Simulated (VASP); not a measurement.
Here is a VASP 6.6.1 calculation.

File INCAR:

```
SYSTEM = Ta4N3
ALGO     = Fast           ! electronic algorithm
EDIFF    = 1E-7           ! SCF threshold, eV
ENCUT    = 520            ! plane-wave cutoff, eV
GGA      = PS             ! functional
ISIF     = 2              ! what is computed and relaxed
ISMEAR   = 0              ! smearing method
LASPH    = .True.         ! aspherical terms in the spheres
LCHARG   = .False.        ! write CHGCAR
LREAL    = .False.        ! projectors in reciprocal space
LWAVE    = .False.        ! write WAVECAR
NBANDS   = 72             ! bands
NELM     = 60             ! most SCF steps
PREC     = Accurate       ! precision mode
SIGMA    = 0.15           ! smearing width, eV
```

Contents of KPOINTS:

```
k-points
0
Gamma
  9 9 5
  0 0 0
```

Contents of POSCAR:

```
Ta4N3
1.0
   -4.3571443853      0.0000000000      0.0000000000
    0.0000000000     -4.3571443853      0.0000000000
   -1.0892860963      1.0892860963      8.5453519637
Ta N
8 6
Direct
    0.3451000000      0.1549000000      0.6196000000
   -0.0299000000      0.5299000000      0.1196000000
   -0.2200884361      0.2200884361      0.8803537444
    0.4049115639      0.5950884361      0.3803537444
    0.4701000000      0.0299000000      0.1196000000
   -0.1549000000      0.6549000000      0.6196000000
    0.2852884361      0.7147115639      0.8588462556
    0.9102884361      1.0897115639      0.3588462556
    0.4076000000      1.0924000000      0.3696000000
   -0.2174000000      0.7174000000      0.8696000000
   -0.1549000000      0.1549000000      0.6196000000
    0.4701000000      0.5299000000      0.1196000000
    0.9076000000      0.5924000000      0.3696000000
    0.2826000000      0.2174000000      0.8696000000
```

Potentials or basis: VASP PAW PBE potentials, release 64 (Ta_pv, N).

The run is started by

```console
$ cat potpaw_PBE.64/Ta_pv/POTCAR potpaw_PBE.64/N/POTCAR > POTCAR
$ mpirun -np 1 vasp_std > vasp.out
```

Predict the largest force.

4.124 eV/Å.

Estimate the band gap on the k mesh.

zero (bands 59 and 60 overlap by 2.20 eV).

Estimate the pressure.

6.5 GPa.

Stress tensor (GPa, compression positive):
```
 1.47  5.07 -0.86
 5.07  1.47  0.86
-0.86  0.86 16.59
```

Caveat: the cell differs from its parent crystal (the part above a cut slid along it); the stress differs along the axes, from 1 to 17 GPa; the PAW data sets were made with another functional, which shifts forces and pressure a little; spin-orbit coupling is left out, which moves the levels of the heavy elements.
